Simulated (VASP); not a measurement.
WS2: single point with PBE+D3(BJ)

WS2:

```
CELL_PARAMETERS angstrom
-3.15421 0.00000 0.00000
-1.57710 -2.73162 0.00000
-1.57695 -0.91045 12.13991
ATOMIC_POSITIONS crystal
W 0.25001 0.25001 0.25000
W 0.41669 0.41669 0.75000
S 0.12659 0.12659 0.62029
S 0.62657 0.62657 0.12029
S 0.04013 0.04013 0.87971
S 0.54011 0.54011 0.37971
```

This cell differs from its parent crystal: the part above a cut slid along it.

```json
{
  "Program": "VASP 6.6.1",
  "Task": "single point",
  "Functional": "PBE",
  "Dispersion": "D3(BJ)",
  "Potentials or basis": "VASP PAW PBE potentials, release 64 (W_sv, S)",
  "Cutoff": "520 eV",
  "k mesh": "10 × 10 × 3",
  "Occupations": "gaussian, width 0.05 eV",
  "Spin": "no spin polarisation",
  "Dipole correction": "no",
  "Further INCAR settings": "ALGO = Normal; EDIFF = 1e-06; NBANDS = 35"
}
```

```yaml
Pressure: 0.1 GPa
Largest_force: 0.059 eV/Å
Band_gap_on_the_k_mesh: 0.97 eV (least direct gap 2.18 eV)
Dispersion_energy_per_atom: -0.435 eV
```

Forces in eV/Å, atoms in the order of the input:
```
W    0.000  0.000 -0.044
W    0.000  0.000  0.044
S    0.000  0.000 -0.012
S    0.000  0.000  0.059
S    0.000  0.000 -0.059
S    0.000  0.000  0.012
```

Stress tensor (GPa, compression positive):
```
 0.23  0.00  0.00
 0.00  0.23  0.00
 0.00  0.00 -0.04
```

Levels at points of the mesh, in eV from the valence-band top:
```tsv
k point	band 24	band 25	band 26	band 27	band 28	band 29
(0.00, 0.00, 0.00)	-1.45	-1.33	0.00	2.18	2.18	2.29
(0.50, 0.00, 0.00)	-1.93	-1.85	-1.50	2.29	2.29	2.64
(0.50, 0.50, 0.00)	-1.80	-1.69	-1.55	2.26	2.32	2.53
```

It took 6.4 min on 1 thread of Intel Xeon 8259CL, with other jobs on the host, peak memory 0.4 GiB.

Caveat: the cell differs from its parent crystal (the part above a cut slid along it); spin-orbit coupling is left out, which moves the levels of the heavy elements. A k mesh can miss the band edges.
